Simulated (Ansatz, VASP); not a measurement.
# Two plane-wave programs on C

```
C
1.0
     0.02857    1.78759    1.78759
     1.78759    0.02857    1.78759
     1.78759    1.78759    0.02857
C
2
Direct
  0.00016 0.00016 0.00016
  0.24984 0.24984 0.24984
```

Change from the starting cell: strained cell.

Alike in both runs: functional PBE; k mesh 9 × 9 × 9; occupations gaussian, width 0.02 eV; no spin polarisation.

Ansatz relaxed the structure, and its values are those at the end. VASP's run is a single point on that final structure, the one shown.

|  | VASP | Ansatz |
| --- | --- | --- |
| version | VASP 6.6.1 | Ansatz 0.2.0 |
| potentials or method | VASP PAW PBE potentials, release 64 (C), cutoff 600 eV | scalar-relativistic, plane waves, PAW |
| valence electrons in the cell | 8 | 8 |

Ansatz gave:

```
gap on the k mesh at the Fermi level (eV) : 4.16
least direct gap on the mesh (eV)         : 5.12
pressure (GPa)                            : 9.9
rms of the force components (eV/Å)        : 0.000
```

Q: What did VASP give for the same quantities?

A: gap on the k mesh at the Fermi level (eV): 4.15; least direct gap on the mesh (eV): 5.11; pressure (GPa): 9.9; rms of the force components (eV/Å): 0.004.

Ansatz's warnings: stress scf threshold loose.
